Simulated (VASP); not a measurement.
Set up this calculation in VASP 6.6.1, as the native input.

- Task: single point
- Functional: r2SCAN
- Potentials or basis: VASP PAW PBE potentials, release 64 (Rh_pv)
- Cutoff: 520 eV
- k mesh: 18 × 18 × 12
- Occupations: gaussian, width 0.15 eV
- Spin: no spin polarisation
- Dipole correction: no
- Further INCAR settings: ALGO = Normal; EDIFF = 1e-07; NBANDS = 22

Rh:

```
CELL_PARAMETERS angstrom
2.69001 0.00000 0.00000
-1.34501 2.32962 0.00000
0.00000 0.00000 4.36206
ATOMIC_POSITIONS crystal
Rh 0.66667 0.33333 0.75000
Rh 0.33333 0.66667 0.25000
```

This cell differs from its parent crystal: strain -0.015 along x and y, -0.015 along z.

These files were run (other wordings do the same):

POSCAR

```
Rh
1.0
    2.6900143566      0.0000000000      0.0000000000
   -1.3450071783      2.3296207694      0.0000000000
    0.0000000000      0.0000000000      4.3620616650
Rh
2
Direct
    0.6666666667      0.3333333333      0.7500000000
    0.3333333333      0.6666666667      0.2500000000
```

INCAR.step1

```
  ALGO = Normal
  EDIFF = 1E-4
  ENCUT = 520
  GGA = PE
  ISMEAR = 0
  LASPH = T
  LCHARG = F
  LREAL = F
  LWAVE = T
  NBANDS = 22
  NELM = 80
  PREC = Accurate
  SIGMA = 0.15
```

INCAR.step2

```
  ALGO = Normal
  EDIFF = 1E-7
  ENCUT = 520
  ISIF = 2
  ISMEAR = 0
  ISTART = 1
  LASPH = T
  LCHARG = F
  LMIXTAU = T
  LREAL = F
  LWAVE = F
  METAGGA = R2SCAN
  NBANDS = 22
  NELM = 80
  PREC = Accurate
  SIGMA = 0.15
```

KPOINTS

```
k-points
0
Gamma
  18 18 12
```

Potentials or basis: VASP PAW PBE potentials, release 64 (Rh_pv).

The run is started by

```bash
$ cat potpaw_PBE.64/Rh_pv/POTCAR > POTCAR
$ cp INCAR.step1 INCAR
$ mpirun -np 1 vasp_std > vasp.out
$ cp INCAR.step2 INCAR
$ mpirun -np 1 vasp_std > vasp.out
```

Results of the run:

* Pressure: 3.3 GPa
* Band gap on the k mesh: zero (bands 15 and 16 overlap by 2.50 eV)

Caveat: the cell differs from its parent crystal (strain -0.015 along x and y, -0.015 along z); the cell stands under pressure; the PAW data sets were made with another functional, which shifts forces and pressure a little.

Run time: 4 min on 1 thread of Intel(R) Xeon(R) 6975P-C (Granite Rapids), with other jobs on the host, peak memory 0.23 GiB.
